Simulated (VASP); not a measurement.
Here is a VASP 6.6.1 calculation.

INCAR

```
PREC     = Accurate       # precision mode
ENCUT    = 600            # plane-wave cutoff, eV
EDIFF    = 1E-6           # SCF threshold, eV
ISMEAR   = 0              # smearing method
SIGMA    = 0.05           # smearing width, eV
LREAL    = F              # projectors in reciprocal space
LASPH    = T              # aspherical terms in the spheres
NELM     = 120            # most SCF steps
ALGO     = Normal         # electronic algorithm
ISIF     = 2              # what is computed and relaxed
LWAVE    = F              # write WAVECAR
LCHARG   = F              # write CHGCAR
GGA      = PS             # functional
NBANDS   = 11             # bands
GGA_COMPAT= F
```

The input KPOINTS:

```
regular mesh
0
Gamma
  16 16 16
```

POSCAR

```
SiC
1.0
    0.0000000000      1.8594431447      1.8594431447
    1.8594431447      0.0000000000      1.8594431447
    1.8594431447      1.8594431447      0.0000000000
Si C
1 1
Direct
    0.0000000000      0.0000000000      0.0000000000
    0.5000000000      0.5000000000      0.5000000000
```

Potentials or basis: VASP PAW PBE potentials, release 64 (Si, C).

Launch:

```console
$ cat potpaw_PBE.64/Si/POTCAR potpaw_PBE.64/C/POTCAR > POTCAR
$ mpirun -np 1 vasp_std > vasp.out
```

Problem. What does it give for the pressure?

Solution. 108.1 GPa.

Problem. Estimate the band gap on the k mesh.

Solution. 0.98 eV, indirect (least direct gap 6.40 eV).

Caveat: the PAW data sets were made with another functional, which shifts forces and pressure a little. A k mesh can miss the band edges.
